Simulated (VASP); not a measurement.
# ZnS (P2_1) in VASP: further runs

ZnS is run at these levels: PBE; tasks: single point.

Program: VASP 6.6.1. These are calculated values, not measurements. Logs are shortened: lines on timing, memory, paths and dates and some standing lists are left out, and cuts for length are marked.

**1. The cell of the first run**

Symmetry: P2_1, No. 4, monoclinic system. The conventional cell has a = 3.794 Å, b = 6.304 Å, c = 3.794 Å, α = 90.00°, β = 120.00°, γ = 90.00°. Zn (site symmetry 1) has 4 S at 2.32 to 2.36 Å within 3.1 Å. Within 3.1 Å of S (site symmetry 1) lie 4 Zn at 2.32 to 2.36 Å.

**2. Single point, PBE**

INCAR reads:

```
SYSTEM = ZnS
PREC = Accurate ; ENCUT = 520
EDIFF = 1E-6 ; ISMEAR = 0
SIGMA = 0.05 ; LREAL = .FALSE.
LASPH = .TRUE. ; NELM = 60
ALGO = Normal ; ISIF = 2
LWAVE = .FALSE. ; LCHARG = .FALSE.
GGA = PE ; NBANDS = 26
```

KPOINTS reads:

```
regular mesh
0
G
  9 9 4
  0 0 0
```

POSCAR reads:

```
ZnS
1.0
    3.7944128042      0.0000000000      0.0000000000
   -1.8972064021      3.2860578809      0.0000000000
    0.0000000000      0.0000000000      6.3037246812
Zn S
2 2
Direct
    0.3163527059      0.6666666667      0.0052003729
    0.6836472941      0.3333333333      0.5052003729
    0.3470553733      0.6666666667      0.3797996271
    0.6529446267      0.3333333333      0.8797996271
```

Potentials or basis: VASP PAW PBE potentials, release 64 (Zn, S).

The run is started by

```bash
$ cat potpaw_PBE.64/Zn/POTCAR potpaw_PBE.64/S/POTCAR > POTCAR
$ mpirun -np 1 vasp_std > vasp.out
```

OUTCAR:

```text
SYSTEM = ZnS
   PREC = Accurate
   ENCUT = 520
   EDIFF = 1E-6
   ISMEAR = 0
   LREAL = .FALSE.
   LASPH = .TRUE.
   NELM = 60
   ISIF = 2
   GGA = PE

 ion  position               nearest neighbor table
   1  0.316  0.667  0.005-   4 2.32   4 2.33   4 2.34   3 2.36
   2  0.684  0.333  0.505-   3 2.32   3 2.33   3 2.34   4 2.36
   3  0.347  0.667  0.380-   2 2.32   2 2.33   2 2.34   1 2.36
   4  0.653  0.333  0.880-   1 2.32   1 2.33   1 2.34   2 2.36

  LATTYP: Found a hexagonal cell.
 ALAT       =     3.7944128042
 C/A-ratio  =     1.6613175757

  Lattice vectors:

 A1 = (   3.7944128042,   0.0000000000,   0.0000000000)
 A2 = (  -1.8972064021,   3.2860578809,   0.0000000000)
 A3 = (   0.0000000000,   0.0000000000,   6.3037246812)

Analysis of symmetry for initial positions (statically):
=====================================================================
 Subroutine PRICEL returns:
 Original cell was already a primitive cell.

 Routine SETGRP: Setting up the symmetry group for a
 hexagonal supercell.

 Subroutine GETGRP returns: Found  2 space group operations
 (whereof  1 operations were pure point group operations)
 out of a pool of 24 trial point group operations.

The static configuration has the point symmetry C_1 .
 The point group associated with its full space group is C_2 .

Analysis of symmetry for dynamics (positions and initial velocities):
=====================================================================
 Subroutine PRICEL returns:
 Original cell was already a primitive cell.

 Routine SETGRP: Setting up the symmetry group for a
 hexagonal supercell.

 Subroutine GETGRP returns: Found  2 space group operations
 (whereof  1 operations were pure point group operations)
 out of a pool of 24 trial point group operations.

The dynamic configuration has the point symmetry C_1 .
 The point group associated with its full space group is C_2 .

 Subroutine INISYM returns: Found  2 space group operations
 (whereof  1 operations are pure point group operations),
 and found     1 'primitive' translations

----------------------------------------------------------------------------------------

                                     Primitive cell

  volume of cell :      78.5990

  direct lattice vectors                    reciprocal lattice vectors
     3.794412804  0.000000000  0.000000000     0.263545389  0.152158002  0.000000000
    -1.897206402  3.286057881  0.000000000     0.000000000  0.304316003  0.000000000
     0.000000000  0.000000000  6.303724681     0.000000000  0.000000000  0.158636370

  length of vectors
     3.794412804  3.794412804  6.303724681     0.304316003  0.304316003  0.158636370

  position of ions in fractional coordinates (direct lattice)
     0.316352706  0.666666667  0.005200373
     0.683647294  0.333333333  0.505200373
     0.347055373  0.666666667  0.379799627
     0.652944627  0.333333333  0.879799627

  ion indices of the primitive-cell ions
   primitive index   ion index
                 1           1
                 2           2
                 3           3
                 4           4

----------------------------------------------------------------------------------------

 KPOINTS: regular mesh

Automatic generation of k-mesh.
 Grid dimensions read from file:
 generate k-points for:    9    9    4

 Generating k-lattice:

  Cartesian coordinates                     Fractional coordinates (reciprocal lattice)
     0.029282821  0.016906445  0.000000000     0.111111111 -0.000000000  0.000000000
     0.000000000  0.033812889  0.000000000     0.000000000  0.111111111  0.000000000
     0.000000000  0.000000000  0.039659092     0.000000000  0.000000000  0.250000000

  Length of vectors
     0.033812889  0.033812889  0.039659092

  Shift w.r.t. Gamma in fractional coordinates (k-lattice)
     0.000000000  0.000000000  0.000000000

 Subroutine IBZKPT returns following result:
 ===========================================

 Found    123 irreducible k-points:

 Following reciprocal coordinates:
            Coordinates               Weight
  0.000000  0.000000  0.000000      1.000000
  0.111111 -0.000000  0.000000      2.000000
  0.000000  0.111111  0.000000      2.000000
 -0.111111  0.111111  0.000000      2.000000
  0.222222  0.000000  0.000000      2.000000
  0.000000  0.222222  0.000000      2.000000
[... 16 lines left out ...]
  0.333333  0.111111  0.000000      2.000000
 -0.111111  0.444444  0.000000      2.000000
 [... further k-points ...]
   k-points           NKPTS =    123   k-points in BZ     NKDIM =    123   number of bands    NBANDS=     26
   number of dos      NEDOS =    301   number of ions     NIONS =      4
   total plane-waves  NPLWV =  37632
   dimension x,y,z NGX =    28 NGY =   28 NGZ =   48
   dimension x,y,z NGXF=    56 NGYF=   56 NGZF=   96
   ions per type =               2   2
   NGX,Y,Z   is equivalent  to a cutoff of  12.27, 12.27, 12.66 a.u.
   NGXF,Y,Z  is equivalent  to a cutoff of  24.54, 24.54, 25.32 a.u.
 SYSTEM =  ZnS
   PREC   = accura    normal or accurate (medium, high low for compatibility)
   ISTART =      0    job   : 0-new  1-cont  2-samecut
   ICHARG =      2    charge: 1-file 2-atom 10-const
   ISPIN  =      1    spin polarized calculation?
   LNONCOLLINEAR =      F non collinear calculations
   LSORBIT =      F    spin-orbit coupling
   LASPH  =      T    aspherical Exc in radial PAW
   ENCUT  =  520.0 eV  38.22 Ry    6.18 a.u.   7.06  7.06 11.72*2*pi/ulx,y,z
   NELM   =     60;   NELMIN=  2; NELMDL= -5     # of ELM steps
   EDIFF  = 0.1E-05   stopping-criterion for ELM
   LREAL  =      F    real-space projection
[... 7 lines left out ...]
   TEBEG  =    0.0;   TEEND  =   0.0 temperature during run
   PSTRESS=    0.0 pullay stress
   NELECT =      36.0000    total number of electrons
   NUPDOWN=      -1.0000    fix difference up-down
   EMIN   =  10.00;   EMAX   =-10.00  energy-range for DOS
   EFERMI =   0.00;   METHOD = LEGACY
   ISMEAR =     0;   SIGMA  =   0.05  broadening in eV -4-tet -1-fermi 0-gaus
   EFERMI_NEDOS =   21; number of points for ismear=-14 and -15
   IALGO  =     38    algorithm
   IMIX   =      4    mixing-type and parameters
     AMIX     =   0.40;   BMIX     =  1.00
     AMIX_MAG =   1.60;   BMIX_MAG =  1.00
  volume/ion in A,a.u.               =      19.65       132.60
  Fermi-wavevector in a.u.,A,eV,Ry     =   1.261934  2.384710 21.666972  1.592478
  Thomas-Fermi vector in A             =   2.395368
   LORBIT       =      0    0 simple, 1 ext, 2 COOP (PROOUT), +10 PAW based schemes
   GGA     = PE    functional components
   LHFCALC =     F    Hartree Fock is set to
   AEXX    =    0.0000 exact exchange contribution
   IVDW    =     0    specifies the selected vdW correction
   LEPSILON=     F    determine dielectric tensor
   LRPA    =     F    only Hartree local field effects (RPA)
 non-spin polarized calculation
 Gauss-broadening in eV      SIGMA  =   0.05
  energy-cutoff  :      520.00
  volume of cell :       78.60
 maximum number of plane-waves:      2133
   NGX = 15   NGY = 15   NGZ = 23

 number of electron      35.9999977 magnetization

 Free energy of the ion-electron system (eV)
  ---------------------------------------------------
  ext. energy  EPLUGINS =         0.00000000
  ---------------------------------------------------
  free energy    TOTEN  =       -13.66805623 eV

  energy without entropy =      -13.66805623  energy(sigma->0) =      -13.66805623

 E-fermi :   2.4046     XC(G=0):  -9.6446

 val. band max:        2.1974100905   @ k =   0.0000   0.0000   0.0000
 cond. band min:       4.3448616206   @ k =   0.0000   0.0000   0.0000
 fundamental gap:      2.1474515301
 Fermi energy:         2.4046250676

 k-point     1 :       0.0000    0.0000    0.0000
  band No.  band energies     occupation
      1     -11.0297      2.00000
      2     -10.1214      2.00000
      3      -4.2064      2.00000
      4      -4.1948      2.00000
      5      -4.1751      2.00000
      6      -4.1157      2.00000
[... 18 lines left out ...]
     25       9.9407      0.00000
     26      11.2938      0.00000

 k-point     2 :       0.1111   -0.0000    0.0000
  band No.  band energies     occupation
      1     -10.9451      2.00000
      2     -10.0713      2.00000
      3      -4.2120      2.00000
      4      -4.1797      2.00000
      5      -4.1585      2.00000
      6      -4.0924      2.00000
[... 18 lines left out ...]
     25      10.2922      0.00000
     26      10.7308      0.00000

 k-point     3 :       0.0000    0.1111    0.0000
  band No.  band energies     occupation
      1     -10.9450      2.00000
      2     -10.0720      2.00000
      3      -4.2061      2.00000
      4      -4.1778      2.00000
      5      -4.1645      2.00000
      6      -4.1038      2.00000
[... 18 lines left out ...]
     25      10.2502      0.00000
     26      10.8363      0.00000

 k-point     4 :      -0.1111    0.1111    0.0000
  band No.  band energies     occupation
      1     -10.9448      2.00000
      2     -10.0727      2.00000
      3      -4.1953      2.00000
      4      -4.1811      2.00000
      5      -4.1704      2.00000
      6      -4.1086      2.00000
[... 18 lines left out ...]
     25      10.1989      0.00000
     26      10.9349      0.00000

 k-point     5 :       0.2222    0.0000    0.0000
  band No.  band energies     occupation
      1     -10.7128      2.00000
      2      -9.9458      2.00000
      3      -4.2160      2.00000
      4      -4.1504      2.00000
      5      -4.1196      2.00000
      6      -4.0401      2.00000
[... 18 lines left out ...]
     25      10.2764      0.00000
     26      11.2219      0.00000

 k-point     6 :       0.0000    0.2222    0.0000
  band No.  band energies     occupation
      1     -10.7119      2.00000
      2      -9.9490      2.00000
      3      -4.2089      2.00000
      4      -4.1452      2.00000
      5      -4.1282      2.00000
      6      -4.0568      2.00000
[... 427 lines left out ...]
 k-point    21 :       0.1111    0.2222    0.0000
  band No.  band energies     occupation
      1     -10.5113      2.00000
      2      -9.8580      2.00000
      3      -4.1799      2.00000
      4      -4.1271      2.00000
      5      -4.1046      2.00000
      6      -4.0135      2.00000
[... 18 lines left out ...]
     25      10.7693      0.00000
     26      11.1280      0.00000

 k-point    22 :       0.3333   -0.1111    0.0000
  band No.  band energies     occupation
      1     -10.5109      2.00000
      2      -9.8584      2.00000
      3      -4.1850      2.00000
      4      -4.1132      2.00000
      5      -4.1112      2.00000
      6      -4.0132      2.00000
[... 18 lines left out ...]
     25      10.6842      0.00000
     26      11.1177      0.00000

 k-point    23 :       0.3333    0.1111    0.0000
  band No.  band energies     occupation
      1     -10.2181      2.00000
      2      -9.7672      2.00000
      3      -4.1573      2.00000
      4      -4.0760      2.00000
      5      -4.0498      2.00000
      6      -3.9219      2.00000
[... 18 lines left out ...]
     25      11.2890      0.00000
     26      11.7833      0.00000

 k-point    24 :      -0.1111    0.4444    0.0000
  band No.  band energies     occupation
      1     -10.2097      2.00000
      2      -9.7831      2.00000
      3      -4.1692      2.00000
      4      -4.0871      2.00000
      5      -4.0243      2.00000
      6      -3.9270      2.00000
[... 18 lines left out ...]
     25      11.1029      0.00000
     26      11.8952      0.00000

 [... further k-points ...]
[... 5 lines left out ...]
  --------------------------------------------------------------------------------------
  -------------------------------------------------------------------------------------
  Total        1.3406756      1.3531226      0.4071288     -0.0303772      0.0000000      0.0000000
  in kB       27.3285926     27.5823147      8.2989921     -0.6192150      0.0000000      0.0000000
  external PRESSURE =      21.0699664 kB  Pullay stress =       0.0000000 kB

 VOLUME and BASIS-vectors are now :
 -----------------------------------------------------------------------------
  energy-cutoff  :      520.00
  volume of cell :       78.60
      direct lattice vectors                 reciprocal lattice vectors
     3.794412804  0.000000000  0.000000000     0.263545389  0.152158002  0.000000000
    -1.897206402  3.286057881  0.000000000     0.000000000  0.304316003  0.000000000
     0.000000000  0.000000000  6.303724681     0.000000000  0.000000000  0.158636370

 POSITION                                       TOTAL-FORCE (eV/Angst)
 -----------------------------------------------------------------------------------
     -0.06443      2.19071      0.03278         0.086132      0.003131      0.101666
      1.96164      1.09535      3.18464        -0.086132     -0.003131      0.101666
      0.05207      2.19071      2.39415        -0.019056      0.002043     -0.101666
      1.84514      1.09535      5.54601         0.019056     -0.002043     -0.101666
 -----------------------------------------------------------------------------------
    total drift:                                0.000000      0.000000     -0.000127

  FREE ENERGIE OF THE ION-ELECTRON SYSTEM (eV)
  ---------------------------------------------------
  free  energy   TOTEN  =       -13.6680562258 eV

  energy  without entropy=      -13.6680562258  energy(sigma->0) =      -13.66805623
```

It took 93 s on 1 thread of Intel Xeon 6975P-C (Granite Rapids), shared host; peak memory 0.32 GiB.

Results:

```yaml
Free_energy: -13.6681 eV
Pressure: 2.1 GPa
Largest_force: 0.133 eV/Å
Band_gap_on_the_k_mesh: 2.15 eV, direct
```

Forces on the atoms (eV/Å):
```
Zn   0.086  0.003  0.102
Zn  -0.086 -0.003  0.102
S   -0.019  0.002 -0.102
S    0.019 -0.002 -0.102
```

Stress tensor (GPa, compression positive):
```
 2.73 -0.06  0.00
-0.06  2.76  0.00
 0.00  0.00  0.83
```

**3. Single point, PBE**

INCAR reads:

```
SYSTEM = ZnS
ALGO = Normal ; EDIFF = 1E-6
ENCUT = 520 ; GGA = PE
ISIF = 2 ; ISMEAR = 0
LASPH = .TRUE. ; LCHARG = .FALSE.
LREAL = .FALSE. ; LWAVE = .FALSE.
NBANDS = 26 ; NELM = 60
PREC = Accurate ; SIGMA = 0.05
```

KPOINTS reads:

```
k-points
0
G
  9 9 4
  0 0 0
```

POSCAR reads:

```
ZnS
1.0
    3.7944128042      0.0000000000      0.0000000000
   -1.8972064021      3.2860578809      0.0000000000
    0.0000000000      0.0000000000      6.3037246812
Zn S
2 2
Direct
    0.2993460745      0.6666666667      0.0052003729
    0.7006539255      0.3333333333      0.5052003729
    0.3607984271      0.6666666667      0.3797996271
    0.6392015729      0.3333333333      0.8797996271
```

Potentials or basis: VASP PAW PBE potentials, release 64 (Zn, S).

The run is started by

```bash
$ cat potpaw_PBE.64/Zn/POTCAR potpaw_PBE.64/S/POTCAR > POTCAR
$ mpirun -np 1 vasp_std > vasp.out
```

Wall time 81 s (1 thread of Intel Xeon 6975P-C (Granite Rapids), shared host); peak memory 0.33 GiB.

It converged, with:

- Free energy: -13.6482 eV
- Pressure: 2.0 GPa
- Largest force: 0.218 eV/Å
- Band gap on the k mesh: 2.12 eV, direct

Forces on the atoms (eV/Å):
```
Zn   0.175  0.012  0.128
Zn  -0.175 -0.012  0.128
S   -0.040  0.008 -0.128
S    0.040 -0.008 -0.128
```

Stress tensor (GPa, compression positive):
```
 2.67 -0.12  0.00
-0.12  2.77  0.00
 0.00  0.00  0.59
```

Levels at points of the mesh, in eV from the valence-band top:
```
           k point  band 16  band 17  band 18  band 19  band 20  band 21
(0.00, 0.00, 0.00)    -0.14    -0.10     0.00     2.12     3.16     6.11
(0.00, 0.00, 0.50)    -0.51    -0.45    -0.45     3.55     3.55     6.54
```

(Continued in part 2 of 2.)
